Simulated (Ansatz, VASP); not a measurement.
**Two plane-wave programs on Hf3ZrSe8**

```xyz
12
Lattice="7.5587 0.0000 0.0000 -3.7793 6.5460 0.0000 0.0000 0.0000 7.0000" Properties=species:S:1:pos:R:3 pbc="T T T"
Zr    0.0000    0.0000    0.0000
Hf    1.8897    3.2730    0.0000
Hf    3.7793    0.0000    0.0000
Hf   -1.8897    3.2730    0.0000
Se    1.8776    5.4480    1.5784
Se    3.7793    2.1820    1.5744
Se   -1.8776    5.4480    1.5784
Se    0.0000    2.1960    1.5784
Se    3.7793    4.3500    5.4216
Se    5.6569    1.0980    5.4216
Se    0.0000    4.3640    5.4256
Se    1.9018    1.0980    5.4216
```

Alike in both runs: task single point; functional PBE; k mesh 3 × 3 × 4; occupations gaussian, width 0.1 eV; no spin polarisation.

|  | VASP | Ansatz |
| --- | --- | --- |
| version | VASP 6.6.1 | Ansatz 0.2.0 |
| potentials or method | VASP PAW PBE potentials, release 64 (Zr_sv, Hf_pv, Se), cutoff 520 eV | scalar-relativistic, plane waves, PAW |
| valence electrons in the cell | 90 | 218 |

VASP gave:

| Quantity | Value |
| --- | --- |
| gap on the k mesh at the Fermi level (eV) | 0.48 |
| least direct gap on the mesh (eV) | 0.52 |
| pressure (GPa) | -0.1 |
| traceless stress, the component that is largest in VASP (GPa) | -0.17 |
| rms of the force components (eV/Å) | 0.022 |

**Question.** Which values does Ansatz return?

**Answer.** gap on the k mesh at the Fermi level (eV): 0.48; least direct gap on the mesh (eV): 0.51; pressure (GPa): 0.1; traceless stress, the component that is largest in VASP (GPa): -0.18; rms of the force components (eV/Å): 0.005.

Atom by atom the forces differ by 0.018 eV/Å (rms over components). VASP's potentials hold 90 valence electrons a cell and Ansatz's 218, so a difference there can come from the potentials and not from the codes.

Spin-orbit coupling is off throughout.
